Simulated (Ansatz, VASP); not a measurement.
# One calculation of Fe3Co2, two programs

```xyz
10
Lattice="2.5072 0.0000 0.0000 -1.2536 2.1713 0.0000 0.0000 0.0000 21.2652" Properties=species:S:1:pos:R:3 pbc="T T T"
Fe    0.0000    1.4475    0.0000
Fe    0.0000    1.4475    4.2241
Fe    0.0000    1.4475    8.4498
Fe    0.0000    1.4475   12.8154
Fe    0.0000    1.4475   17.0411
Fe    1.2536    0.7238   10.6326
Co    1.2536    0.7238    2.1125
Co    1.2536    0.7238    6.3322
Co    1.2536    0.7238   14.9330
Co    1.2536    0.7238   19.1527
```

Alike in both runs: functional PBE; k mesh 6 × 6 × 1; occupations gaussian, width 0.1 eV; collinear spin.

Ansatz relaxed the structure, and its values are those at the end. VASP's run is a single point on that final structure, the one shown.

|  | VASP | Ansatz |
| --- | --- | --- |
| version | VASP 6.6.1 | Ansatz 0.2.0 |
| potentials or method | VASP PAW PBE potentials, release 64 (Fe_sv, Co_sv), cutoff 690 eV | scalar-relativistic, plane waves, PAW |
| valence electrons in the cell | 164 | 164 |

```csv
,VASP,Ansatz,Ansatz less VASP
gap on the k mesh at the Fermi level (eV),none,none,-
pressure (GPa),-1.6,0.0,+1.66
rms of the force components (eV/Å),0.004,0.001,-0.0035
net moment per atom (μB),2.20,2.22,+0.017
size of the moment on the site where the two differ most (μB),2.52,2.63,+0.103
```

Site moments also hang on the region over which each program counts them. A gap of «none» marks a metal or a gap that the smearing closes.

The k mesh is coarse, so the values compare programs but aren't converged. Noted on VASP's run: too few bands were computed for a metal, which touches its energy and stress.
